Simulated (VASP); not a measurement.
BaNaMg6, 8 atoms in the cell. The structure is orthorhombic, space group Amm2 (No. 38). Conventional cell: a = 5.492 Å, b = 6.812 Å, c = 13.122 Å, α = 90.00°, β = 90.00°, γ = 90.00°. Within 4.5 Å of Ba (site symmetry mm2) lie 2 Na at 3.41 Å and 10 Mg at 3.55 to 3.74 Å. Mg (site symmetry mm2) has 10 Mg at 3.24 to 4.16 Å and 2 Ba at 3.55 Å within 4.3 Å. Within 4.5 Å of Mg (site symmetry mm2) lie 10 Mg at 3.41 to 3.92 Å and 2 Na at 3.49 Å. Within 4.3 Å of Mg (site symmetry m) lie 8 Mg at 3.24 to 4.16 Å and 2 Na at 3.50 Å and 2 Ba at 3.60 Å. Within 4.3 Å of Mg (site symmetry m) lie 8 Mg at 3.28 to 3.46 Å and 2 Na at 3.62 to 3.77 Å and 2 Ba at 3.65 to 3.74 Å. Within 4.5 Å of Na (site symmetry mm2) lie 2 Ba at 3.41 Å and 10 Mg at 3.49 to 3.77 Å. 

| Property | Result |
| --- | --- |
| Program | VASP 6.6.1 |
| Task | single point |
| Functional | PBE |
| Potentials or basis | VASP PAW PBE potentials, release 64 (Ba_sv, Mg, Na_pv) |
| Cutoff | 520 eV |
| k mesh | 5 × 5 × 5 |
| Occupations | fermi-dirac, width 0.05 eV |
| Spin | no spin polarisation |
| Dipole correction | no |
| Further INCAR settings | ALGO = Fast; EDIFF = 1e-07; NBANDS = 24 |

Potentials or basis: VASP PAW PBE potentials, release 64 (Ba_sv, Mg, Na_pv).

Run with:

```bash
$ cat potpaw_PBE.64/Ba_sv/POTCAR potpaw_PBE.64/Mg/POTCAR potpaw_PBE.64/Na_pv/POTCAR > POTCAR
$ mpirun -np 1 vasp_std > vasp.out
```

Hardware: 1 thread of Intel(R) Xeon(R) Platinum 8259CL CPU @ 2.50GHz (Skylake/Cascade Lake) (shared host).

**Question.** Estimate the wall time of this run.

**Answer.** Run time: 7.4 min on 1 thread of Intel(R) Xeon(R) Platinum 8259CL CPU @ 2.50GHz (Skylake/Cascade Lake), with other jobs on the host, peak memory 0.44 GiB. Counts: scf iterations 19, k points 27.
